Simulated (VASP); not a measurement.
# Mo (Im-3m) in VASP: further runs

The runs below take Mo through single point, relaxation of cell and atoms, with PBE.

All numbers are computed with VASP 6.6.1; they aren't measurements. Logs are shortened: lines on timing, memory, paths and dates and some standing lists are left out, and cuts for length are marked.

## (1) The cell of the first run

It takes space group Im-3m (No. 229, cubic). The conventional cell has a = 3.161 Å, b = 3.161 Å, c = 3.161 Å, α = 90.00°, β = 90.00°, γ = 90.00°. Within 3.6 Å of Mo (site symmetry m-3m) lie 14 Mo at 2.74 to 3.16 Å.

## (2) Single point, PBE

Input file INCAR:

```
  PREC = Accurate
  ENCUT = 520
  EDIFF = 1E-6
  ISMEAR = -1
  SIGMA = 0.08
  LREAL = F
  LASPH = T
  NELM = 80
  ALGO = Normal
  ISIF = 2
  LWAVE = F
  LCHARG = T
  GGA = PE
  LELF = T
  LVHAR = T
  NBANDS = 13
```

Input file KPOINTS:

```
regular mesh
0
Gamma
  19 19 19
```

Input file POSCAR:

```
Mo
1.0
   -1.5803650348      1.5803650348      1.5803650348
    1.5803650348     -1.5803650348      1.5803650348
    1.5803650348      1.5803650348     -1.5803650348
Mo
1
Direct
    0.0000000000      0.0000000000      0.0000000000
```

Potentials or basis: VASP PAW PBE potentials, release 64 (Mo_sv).

Started as:

```
> cat potpaw_PBE.64/Mo_sv/POTCAR > POTCAR
> mpirun -np 1 vasp_std > vasp.out
```

OUTCAR:

```text
PREC = Accurate
   ENCUT = 520
   EDIFF = 1E-6
   ISMEAR = -1
   LREAL = F
   LASPH = T
   NELM = 80
   ISIF = 2
   GGA = PE

 ion  position               nearest neighbor table
   1  0.000  0.000  0.000-

  LATTYP: Found a body centered cubic cell.
 ALAT       =     3.1607300696

  Lattice vectors:

 A1 = (  -1.5803650348,   1.5803650348,   1.5803650348)
 A2 = (   1.5803650348,  -1.5803650348,   1.5803650348)
 A3 = (   1.5803650348,   1.5803650348,  -1.5803650348)

Analysis of symmetry for initial positions (statically):
=====================================================================
 Subroutine PRICEL returns:
 Original cell was already a primitive cell.

 Routine SETGRP: Setting up the symmetry group for a
 body centered cubic supercell.

 Subroutine GETGRP returns: Found 48 space group operations
 (whereof 48 operations were pure point group operations)
 out of a pool of 48 trial point group operations.

The static configuration has the point symmetry O_h .

Analysis of symmetry for dynamics (positions and initial velocities):
=====================================================================
 Subroutine PRICEL returns:
 Original cell was already a primitive cell.

 Routine SETGRP: Setting up the symmetry group for a
 body centered cubic supercell.

 Subroutine GETGRP returns: Found 48 space group operations
 (whereof 48 operations were pure point group operations)
 out of a pool of 48 trial point group operations.

The dynamic configuration has the point symmetry O_h .

 Subroutine INISYM returns: Found 48 space group operations
 (whereof 48 operations are pure point group operations),
 and found     1 'primitive' translations

----------------------------------------------------------------------------------------

                                     Primitive cell

  volume of cell :      15.7882

  direct lattice vectors                    reciprocal lattice vectors
    -1.580365035  1.580365035  1.580365035     0.000000000  0.316382601  0.316382601
     1.580365035 -1.580365035  1.580365035     0.316382601  0.000000000  0.316382601
     1.580365035  1.580365035 -1.580365035     0.316382601  0.316382601  0.000000000

  length of vectors
     2.737272535  2.737272535  2.737272535     0.447432565  0.447432565  0.447432565

  position of ions in fractional coordinates (direct lattice)
     0.000000000  0.000000000  0.000000000

  ion indices of the primitive-cell ions
   primitive index   ion index
                 1           1

----------------------------------------------------------------------------------------

 KPOINTS: regular mesh

Automatic generation of k-mesh.
 Grid dimensions read from file:
 generate k-points for:   19   19   19

 Generating k-lattice:

  Cartesian coordinates                     Fractional coordinates (reciprocal lattice)
     0.000000000  0.016651716  0.016651716     0.052631579  0.000000000  0.000000000
     0.016651716  0.000000000  0.016651716     0.000000000  0.052631579  0.000000000
     0.016651716  0.016651716  0.000000000     0.000000000  0.000000000  0.052631579

  Length of vectors
     0.023549082  0.023549082  0.023549082

  Shift w.r.t. Gamma in fractional coordinates (k-lattice)
     0.000000000  0.000000000  0.000000000

 Subroutine IBZKPT returns following result:
 ===========================================

 Found    220 irreducible k-points:

 Following reciprocal coordinates:
            Coordinates               Weight
  0.000000  0.000000  0.000000      1.000000
  0.052632  0.000000  0.000000     12.000000
  0.105263  0.000000  0.000000     12.000000
  0.157895  0.000000  0.000000     12.000000
  0.210526  0.000000  0.000000     12.000000
  0.263158  0.000000  0.000000     12.000000
[... 16 lines left out ...]
  0.263158  0.105263 -0.000000     48.000000
  0.315789  0.105263  0.000000     48.000000
 [... further k-points ...]
   k-points           NKPTS =    220   k-points in BZ     NKDIM =    220   number of bands    NBANDS=     13
   number of dos      NEDOS =    301   number of ions     NIONS =      1
   total plane-waves  NPLWV =   8000
   dimension x,y,z NGX =    20 NGY =   20 NGZ =   20
   dimension x,y,z NGXF=    40 NGYF=   40 NGZF=   40
   ions per type =               1
   NGX,Y,Z   is equivalent  to a cutoff of  12.15, 12.15, 12.15 a.u.
   NGXF,Y,Z  is equivalent  to a cutoff of  24.29, 24.29, 24.29 a.u.
 SYSTEM =  unknown system
   PREC   = accura    normal or accurate (medium, high low for compatibility)
   ISTART =      0    job   : 0-new  1-cont  2-samecut
   ICHARG =      2    charge: 1-file 2-atom 10-const
   ISPIN  =      1    spin polarized calculation?
   LNONCOLLINEAR =      F non collinear calculations
   LSORBIT =      F    spin-orbit coupling
   LASPH  =      T    aspherical Exc in radial PAW
   ENCUT  =  520.0 eV  38.22 Ry    6.18 a.u.   5.09  5.09  5.09*2*pi/ulx,y,z
   NELM   =     80;   NELMIN=  2; NELMDL= -5     # of ELM steps
   EDIFF  = 0.1E-05   stopping-criterion for ELM
   LREAL  =      F    real-space projection
   EDIFFG = 0.1E-04   stopping-criterion for IOM
   NSW    =      0    number of steps for IOM
   IBRION =     -1    ionic relax: 0-MD 1-quasi-New 2-CG
   NFREE  =      0    steps in history (QN), initial steepest desc. (CG)
   ISIF   =      2    stress and relaxation
   ISYM   =      2    0-nonsym 1-usesym 2-fastsym
   POTIM  = 0.5000    time-step for ionic-motion
   TEBEG  =    0.0;   TEEND  =   0.0 temperature during run
   PSTRESS=    0.0 pullay stress
   NELECT =      14.0000    total number of electrons
   NUPDOWN=      -1.0000    fix difference up-down
   EMIN   =  10.00;   EMAX   =-10.00  energy-range for DOS
   EFERMI =   0.00;   METHOD = LEGACY
   ISMEAR =    -1;   SIGMA  =   0.08  broadening in eV -4-tet -1-fermi 0-gaus
   EFERMI_NEDOS =   21; number of points for ismear=-14 and -15
   IALGO  =     38    algorithm
   IMIX   =      4    mixing-type and parameters
     AMIX     =   0.40;   BMIX     =  1.00
     AMIX_MAG =   1.60;   BMIX_MAG =  1.00
  volume/ion in A,a.u.               =      15.79       106.54
  Fermi-wavevector in a.u.,A,eV,Ry     =   1.572800  2.972161 33.656719  2.473699
  Thomas-Fermi vector in A             =   2.674180
   LORBIT       =      0    0 simple, 1 ext, 2 COOP (PROOUT), +10 PAW based schemes
   GGA     = PE    functional components
   LHFCALC =     F    Hartree Fock is set to
   AEXX    =    0.0000 exact exchange contribution
   IVDW    =     0    specifies the selected vdW correction
   LEPSILON=     F    determine dielectric tensor
   LRPA    =     F    only Hartree local field effects (RPA)
 non-spin polarized calculation
  energy-cutoff  :      520.00
  volume of cell :       15.79
 maximum number of plane-waves:       437
   NGX = 11   NGY = 11   NGZ = 11

 number of electron      14.0000004 magnetization

 Free energy of the ion-electron system (eV)
  ---------------------------------------------------
  ext. energy  EPLUGINS =         0.00000000
  ---------------------------------------------------
  free energy    TOTEN  =       -10.94215637 eV

  energy without entropy =      -10.92878744  energy(sigma->0) =      -10.93547190

 E-fermi :  12.4386     XC(G=0): -13.3342

 val. band max:       12.4367442503   @ k =   0.3684   0.1053   0.0526
 cond. band min:      12.4969801882   @ k =   0.3684   0.0526   0.0000
 fundamental gap:      0.0602359379
 Fermi energy:        12.4385860350

 k-point     1 :       0.0000    0.0000    0.0000
  band No.  band energies     occupation
      1     -48.8452      2.00000
      2     -22.1342      2.00000
      3     -22.1342      2.00000
      4     -22.1342      2.00000
      5       5.2310      2.00000
      6      11.0893      2.00000
      7      11.0893      2.00000
      8      11.0893      2.00000
      9      14.0781      0.00000
     10      14.0781      0.00000
     11      27.2504      0.00000
     12      27.2504      0.00000
     13      27.2504      0.00000

 k-point     2 :       0.0526    0.0000    0.0000
  band No.  band energies     occupation
      1     -48.8385      2.00000
      2     -22.1735      2.00000
      3     -22.1463      2.00000
      4     -22.1344      2.00000
      5       5.3530      2.00000
      6      11.0205      2.00000
      7      11.0786      2.00000
      8      11.2029      2.00000
      9      13.9753      0.00000
     10      14.0798      0.00000
     11      27.3423      0.00000
     12      27.4554      0.00000
     13      27.4903      0.00000

 k-point     3 :       0.1053    0.0000    0.0000
  band No.  band energies     occupation
      1     -48.8189      2.00000
      2     -22.2864      2.00000
      3     -22.1813      2.00000
      4     -22.1352      2.00000
      5       5.7032      2.00000
      6      10.8282      2.00000
      7      11.0322      2.00000
      8      11.5397      1.99997
      9      13.7405      0.00000
     10      14.0890      0.00000
     11      27.5675      0.00000
     12      28.0546      0.00000
     13      28.0977      0.00000
[... 305 lines left out ...]
 k-point    23 :       0.2632    0.1053   -0.0000
  band No.  band energies     occupation
      1     -48.6575      2.00000
      2     -23.1102      2.00000
      3     -22.4621      2.00000
      4     -22.1932      2.00000
      5       7.7939      2.00000
      6       9.6411      2.00000
      7      10.9057      2.00000
      8      13.5256      0.00000
      9      14.6247      0.00000
     10      15.3604      0.00000
     11      26.3626      0.00000
     12      27.2842      0.00000
     13      31.8911      0.00000

 k-point    24 :       0.3158    0.1053    0.0000
  band No.  band energies     occupation
      1     -48.6239      2.00000
      2     -23.2655      2.00000
      3     -22.5324      2.00000
      4     -22.1962      2.00000
      5       7.7271      2.00000
      6       9.4200      2.00000
      7      11.5891      1.99995
      8      13.7880      0.00000
      9      14.7674      0.00000
     10      16.4209      0.00000
     11      25.3943      0.00000
     12      26.1558      0.00000
     13      30.7540      0.00000

 [... further k-points ...]

------------------------ aborting loop because EDIFF is reached ----------------------------------------

  FORCE on cell =-STRESS in cart. coord.  units (eV):
  Direction    XX          YY          ZZ          XY          YZ          ZX
  --------------------------------------------------------------------------------------
  -------------------------------------------------------------------------------------
  Total        0.0496095      0.0496095      0.0496095     -0.0000000     -0.0000000      0.0000000
  in kB        5.0343501      5.0343501      5.0343501     -0.0000000     -0.0000000      0.0000000
  external PRESSURE =       5.0343501 kB  Pullay stress =       0.0000000 kB

 VOLUME and BASIS-vectors are now :
 -----------------------------------------------------------------------------
  energy-cutoff  :      520.00
  volume of cell :       15.79
      direct lattice vectors                 reciprocal lattice vectors
    -1.580365035  1.580365035  1.580365035     0.000000000  0.316382601  0.316382601
     1.580365035 -1.580365035  1.580365035     0.316382601  0.000000000  0.316382601
     1.580365035  1.580365035 -1.580365035     0.316382601  0.316382601  0.000000000

 POSITION                                       TOTAL-FORCE (eV/Angst)
 -----------------------------------------------------------------------------------
      0.00000      0.00000      0.00000         0.000000      0.000000     -0.000000
 -----------------------------------------------------------------------------------
    total drift:                                0.000000     -0.000000      0.000000

  FREE ENERGIE OF THE ION-ELECTRON SYSTEM (eV)
  ---------------------------------------------------
  free  energy   TOTEN  =       -10.9421563712 eV

  energy  without entropy=      -10.9287874384  energy(sigma->0) =      -10.93547190
```

Wall time 35 s (1 thread of Intel Xeon 8259CL, shared host); peak memory 0.15 GiB.

Results:

- Free energy: -10.9422 eV
- Pressure: 0.5 GPa
- Band gap on the k mesh: zero (bands 7 and 8 overlap by 5.09 eV)

## (3) Single point, PBE

This run uses another cell than the first one: it holds 2 atoms, not 1.

Input file INCAR:

```
PREC = Accurate
ENCUT = 520
EDIFF = 1E-7
ISMEAR = -1
SIGMA = 0.08
LREAL = F
LASPH = T
NELM = 80
ALGO = Normal
ISIF = 2
LWAVE = F
LCHARG = F
GGA = PE
NBANDS = 21
```

Input file KPOINTS:

```
Automatic mesh
0
Gamma
  12 12 12
```

Input file POSCAR:

```
Mo
1.0
    3.1607300697      0.0000000000      0.0000000000
    0.0000000000      3.1607300697      0.0000000000
    0.0000000000      0.0000000000      3.1607300697
Mo
2
Direct
    0.0000000000      0.0000000000      0.0000000000
    0.5000000000      0.5000000000      0.5000000000
```

Potentials or basis: VASP PAW PBE potentials, release 64 (Mo_sv).

Started as:

```
> cat potpaw_PBE.64/Mo_sv/POTCAR > POTCAR
> mpirun -np 1 vasp_std > vasp.out
```

It took 53 s on 1 thread of Intel Xeon 8259CL, shared host; peak memory 0.16 GiB.

The run converged. Its results:

```
Free energy            : -21.8873 eV
Pressure               : 0.6 GPa
Band gap on the k mesh : zero (bands 14 and 15 overlap by 2.20 eV)
```

Levels at points of the mesh, in eV from the Fermi level:
```csv
k point,band 10,band 11,band 12,band 13,band 14,band 15,band 16,band 17,band 18,band 19
"(0.00, 0.00, 0.00)",-5.39,-5.39,-1.38,-1.38,-1.38,1.61,1.61,3.89,3.89,3.89
"(0.50, 0.00, 0.00)",-3.76,-2.66,-2.66,-0.65,-0.65,-0.65,-0.65,0.83,0.83,3.35
"(0.50, 0.50, 0.00)",-5.30,-3.39,-3.39,1.56,1.56,1.63,1.63,2.25,2.25,4.64
"(0.50, 0.50, 0.50)",-2.63,-2.63,-2.63,-2.63,-2.63,2.38,2.38,2.38,2.38,9.47
```

## (4) Single point, PBE

This run uses another cell than the first one: it holds 2 atoms, not 1.

Input file INCAR:

```
SYSTEM = Mo
PREC = Accurate
ENCUT = 520
EDIFF = 1E-6
ISMEAR = -1
SIGMA = 0.08
LREAL = .FALSE.
LASPH = .TRUE.
NELM = 80
ALGO = Normal
ISIF = 2
LWAVE = .FALSE.
LCHARG = .FALSE.
GGA = PE
NBANDS = 21
```

Input file KPOINTS:

```
Automatic mesh
0
G
  12 12 12
  0 0 0
```

POSCAR is that of step 3.

Started as:

```
> cat potpaw_PBE.64/Mo_sv/POTCAR > POTCAR
> mpirun -np 1 vasp_std > vasp.out
```

It took 54 s on 1 thread of Intel Xeon 8259CL, shared host; peak memory 0.17 GiB.

The run converged. Its results:

- Free energy: -21.8873 eV
- Pressure: 0.7 GPa
- Band gap on the k mesh: zero (bands 14 and 15 overlap by 2.20 eV)

Levels at points of the mesh, in eV from the Fermi level:
```csv
k point,band 10,band 11,band 12,band 13,band 14,band 15,band 16,band 17,band 18,band 19
"(0.00, 0.00, 0.00)",-5.39,-5.39,-1.38,-1.38,-1.38,1.61,1.61,3.89,3.89,3.89
"(0.50, 0.00, 0.00)",-3.76,-2.66,-2.66,-0.65,-0.65,-0.65,-0.65,0.83,0.83,3.35
"(0.50, 0.50, 0.00)",-5.30,-3.39,-3.39,1.56,1.56,1.63,1.63,2.25,2.25,4.64
"(0.50, 0.50, 0.50)",-2.63,-2.63,-2.63,-2.63,-2.63,2.38,2.38,2.38,2.38,9.47
```

(Part 1 of 2 ends here.)

The gap in the log of VASP goes by the Fermi energy; the results here count the filled bands.